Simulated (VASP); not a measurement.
**Cu: single point with PBE**

Crystal: Cu.

```
CELL_PARAMETERS angstrom
7.26000 0.00000 0.00000
0.00000 7.26000 0.00000
0.00000 0.00000 7.26000
ATOMIC_POSITIONS crystal
Cu 0.01147 0.00668 0.98530
Cu 0.00310 0.24158 0.27209
Cu 0.24680 0.99171 0.24187
Cu 0.24623 0.24941 0.99955
Cu 0.99950 0.97755 0.49225
Cu 0.99766 0.25657 0.74211
Cu 0.23380 0.01835 0.75413
Cu 0.23372 0.25262 0.50125
Cu 0.00579 0.48322 0.00522
Cu 0.00271 0.75269 0.22346
Cu 0.24698 0.49153 0.24109
Cu 0.25128 0.73848 0.99854
Cu 0.01997 0.51446 0.49011
Cu 0.99099 0.75782 0.76047
Cu 0.24908 0.51671 0.74435
Cu 0.24884 0.76627 0.50938
Cu 0.48663 0.99320 0.99364
Cu 0.49843 0.23402 0.27273
Cu 0.77795 0.01161 0.24472
Cu 0.74860 0.24249 0.00686
Cu 0.50225 0.99207 0.52534
Cu 0.49612 0.26143 0.74150
Cu 0.74607 0.99780 0.76774
Cu 0.75737 0.23488 0.50262
Cu 0.51886 0.47909 0.01373
Cu 0.48672 0.75971 0.26439
Cu 0.76791 0.52481 0.24959
Cu 0.72639 0.75642 0.01101
Cu 0.49609 0.48427 0.50613
Cu 0.49687 0.73220 0.73426
Cu 0.76059 0.51121 0.73652
Cu 0.74519 0.76916 0.46807
```

```json
{"Program": "VASP 6.6.1", "Task": "single point", "Functional": "PBE", "Potentials or basis": "VASP PAW PBE potentials, release 64 (Cu)", "Cutoff": "520 eV", "k mesh": "2 × 2 × 2", "Occupations": "fermi-dirac, width 0.1 eV", "Spin": "no spin polarisation", "Dipole correction": "no", "Further INCAR settings": "LREAL = Auto; ALGO = Normal; EDIFF = 1e-07; NBANDS = 198"}
```

- Pressure: 2.9 GPa
- Largest force: 1.634 eV/Å
- Band gap on the k mesh: zero (bands 176 and 177 overlap by 1.25 eV)

Forces in eV/Å, atoms in the order of the input:
```
Cu  -0.682 -0.012  0.827
Cu   0.073  0.622 -1.024
Cu   0.022  0.451  0.321
Cu   0.509  0.214  0.092
Cu   0.130  0.742  0.613
Cu  -0.270  0.133  0.180
Cu   0.877 -0.728 -0.566
Cu   0.814 -0.360  0.144
Cu  -0.526  0.410 -0.438
Cu   0.320  0.043  0.440
Cu   0.563  0.234  0.384
Cu   0.380  0.163 -0.226
Cu  -0.895  0.162  0.288
Cu   0.124 -0.413 -0.187
Cu  -0.332 -0.862  0.376
Cu   0.006 -0.518 -0.335
Cu   0.147  0.416  0.088
Cu   0.099  0.081 -0.598
Cu  -1.309 -0.462 -0.367
Cu   0.187  0.284 -0.195
Cu  -0.301  0.690 -0.568
Cu   0.177 -0.485  0.661
Cu  -0.001  0.021 -0.585
Cu  -0.223  0.520  0.168
Cu  -0.654  0.584 -0.199
Cu   0.118 -0.448 -0.535
Cu  -0.720 -1.446  0.251
Cu   0.467 -0.189 -0.483
Cu   0.251  0.688 -0.965
Cu   0.549  0.511  0.878
Cu  -0.172 -0.301  0.207
Cu   0.270 -0.742  1.352
```

Stress tensor (GPa, compression positive):
```
3.31 0.09 0.16
0.09 2.96 0.00
0.16 0.00 2.39
```

Levels at points of the mesh, in eV from the Fermi level:
| k point | band 173 | band 174 | band 175 | band 176 | band 177 | band 178 | band 179 | band 180 |
| --- | --- | --- | --- | --- | --- | --- | --- | --- |
| (0.00, 0.00, 0.00) | -0.38 | -0.36 | -0.35 | -0.34 | -0.33 | -0.28 | -0.26 | -0.24 |
| (0.50, 0.00, 0.00) | -0.52 | -0.49 | -0.43 | -0.42 | -0.38 | -0.36 | -0.30 | -0.23 |
| (0.00, 0.50, 0.00) | -0.52 | -0.47 | -0.46 | -0.41 | -0.36 | -0.35 | -0.29 | -0.26 |
| (0.00, 0.00, 0.50) | -0.51 | -0.49 | -0.46 | -0.43 | -0.38 | -0.34 | -0.30 | -0.25 |
| (0.50, 0.50, 0.00) | 0.12 | 0.17 | 0.20 | 0.22 | 0.29 | 0.32 | 0.37 | 0.38 |
| (0.00, 0.50, 0.50) | 0.07 | 0.13 | 0.20 | 0.25 | 0.28 | 0.30 | 0.42 | 0.47 |
| (0.50, 0.00, 0.50) | 0.08 | 0.14 | 0.23 | 0.24 | 0.30 | 0.32 | 0.33 | 0.47 |
| (0.50, 0.50, 0.50) | 0.80 | 0.82 | 0.85 | 0.87 | 0.89 | 0.92 | 0.93 | 0.94 |

It took 36 min on 1 thread of Oxide Virtual Turin-like Processor, on a shared host, peak memory 0.6 GiB.

Caveat: the k points lie up to 0.43 Å⁻¹ apart, too coarse for converged energies and pressures of a metal; forces of over 1 eV/Å act on the atoms, so gaps and moduli don't describe the material at rest.
